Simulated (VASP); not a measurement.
Write the native input for VASP 6.6.1 that does the following.

```
Task                   : single point
Functional             : PBE
Potentials or basis    : VASP PAW PBE potentials, release 64 (Si)
Cutoff                 : 520 eV
k mesh                 : 10 × 10 × 3
Occupations            : gaussian, width 0.05 eV
Spin                   : no spin polarisation
Dipole correction      : no
Further INCAR settings : ALGO = Normal; EDIFF = 1e-07; NBANDS = 26
```

The structure of Si lies in POSCAR:

```
Si
1.0
   -3.8510822046      0.0000000000      0.0000000000
   -1.9255411023     -3.3351350213      0.0000000000
   -0.6418470341     -0.5558558369     12.7293621948
Si
8
Direct
    0.2577944970      0.1822556606      0.9064660365
    0.2994611636      0.2655889939      0.4064660365
    0.6536278303      0.6405889939      0.1564660365
    0.6119611636      0.5572556606      0.6564660365
    0.3255388364      0.3177443394      0.0935339635
    0.2838721697      0.2344110061      0.5935339635
    0.6380388364      0.6094110061      0.3435339635
    0.5963721697      0.5260776728      0.8435339635
```

This cell differs from its parent crystal: the part above a cut slid along it.

One way to write it, as run:

INCAR

```
SYSTEM = Si
  ALGO = Normal
  EDIFF = 1E-7
  ENCUT = 520
  GGA = PE
  ISIF = 2
  ISMEAR = 0
  LASPH = .True.
  LCHARG = .True.
  LELF = .True.
  LREAL = .False.
  LUSENCCL = .False.
  LVHAR = .True.
  LWAVE = .False.
  NBANDS = 26
  NELM = 80
  PREC = Accurate
  SIGMA = 0.05
```

KPOINTS

```
k-points
0
Gamma
  10 10 3
  0 0 0
```

Potentials or basis: VASP PAW PBE potentials, release 64 (Si).

The run is started by

```bash
$ cat potpaw_PBE.64/Si/POTCAR > POTCAR
$ mpirun -np 1 vasp_std > vasp.out
```

It gave:

```json
{"Pressure": "-0.6 GPa", "Largest force": "1.090 eV/Å", "Band gap on the k mesh": "0.24 eV (least direct gap 1.09 eV)"}
```

Caveat: the cell differs from its parent crystal (the part above a cut slid along it); forces of over 1 eV/Å act on the atoms, so gaps and moduli don't describe the material at rest.

Run time: 7.2 min on 1 × NVIDIA H100 80GB with 1 thread of Intel(R) Xeon(R) Platinum 8481C CPU @ 2.70GHz (Sapphire Rapids), with other jobs on the host, peak memory 1.5 GiB.
